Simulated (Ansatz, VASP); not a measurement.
# TaN in VASP and in Ansatz

```
Ta N
1.0
     0.00000    2.21132    2.21132
     2.21132    0.00000    2.21132
     2.21132    2.21132    0.00000
Ta N
1 1
Cartesian
  2.2113 2.2113 2.2113
  0.0000 0.0000 0.0000
```

Alike in both runs: task relaxation of cell and atoms; functional PBE; k mesh 16 × 16 × 16; occupations gaussian, width 0.1 eV; no spin polarisation.

|  | VASP | Ansatz |
| --- | --- | --- |
| version | VASP 6.6.1 | Ansatz 0.2.0 |
| potentials or method | VASP PAW PBE potentials, release 64 (Ta_pv, N), cutoff 600 eV | scalar-relativistic, plane waves, PAW |
| valence electrons in the cell | 16 | 18 |

|  | VASP | Ansatz | Ansatz less VASP |
| --- | --- | --- | --- |
| gap on the k mesh at the Fermi level, each at its own relaxed structure (eV) | none | none | - |
| relaxed volume (Å³/atom) | 10.80 | 10.77 | -0.023 |
| relaxed cell length with the largest relative difference (Å) | 3.126 | 3.124 | -0.0023 |

A gap of «none» marks a metal or a gap that the smearing closes. VASP's potentials hold 16 valence electrons a cell and Ansatz's 18, so a difference there can come from the potentials and not from the codes.

Spin-orbit coupling is off throughout.
